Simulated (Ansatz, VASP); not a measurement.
## Cd4Se in VASP and in Ansatz

```
CELL_PARAMETERS angstrom
4.19405 0.00000 0.00000
-2.09702 3.63215 0.00000
0.00000 0.00000 8.47908
ATOMIC_POSITIONS crystal
Cd 0.33333 0.66667 0.18775
Cd 0.66667 0.33333 0.81225
Cd 0.66667 0.33333 0.39825
Cd 0.33333 0.66667 0.60175
Se 0.00000 0.00000 0.00000
```

Alike in both runs: functional PBE; k mesh 12 × 12 × 4; occupations gaussian, width 0.1 eV; no spin polarisation.

Ansatz relaxed the structure, and its values are those at the end. VASP's run is a single point on that final structure, the one shown.

```csv
,VASP,Ansatz
version,VASP 6.6.1,Ansatz 0.2.0
potentials or method,"VASP PAW PBE potentials, release 64 (Cd, Se), cutoff 520 eV","scalar-relativistic, plane waves, PAW"
valence electrons in the cell,54,96
```

```csv
,VASP,Ansatz,Ansatz less VASP
gap on the k mesh at the Fermi level (eV),none,none,-
pressure (GPa),0.2,0.0,-0.23
```

A gap of «none» marks a metal or a gap that the smearing closes. With one functional, cell and mesh, what is left measures potentials, basis and numerics. VASP's potentials hold 54 valence electrons a cell and Ansatz's 96, so a difference there can come from the potentials and not from the codes.
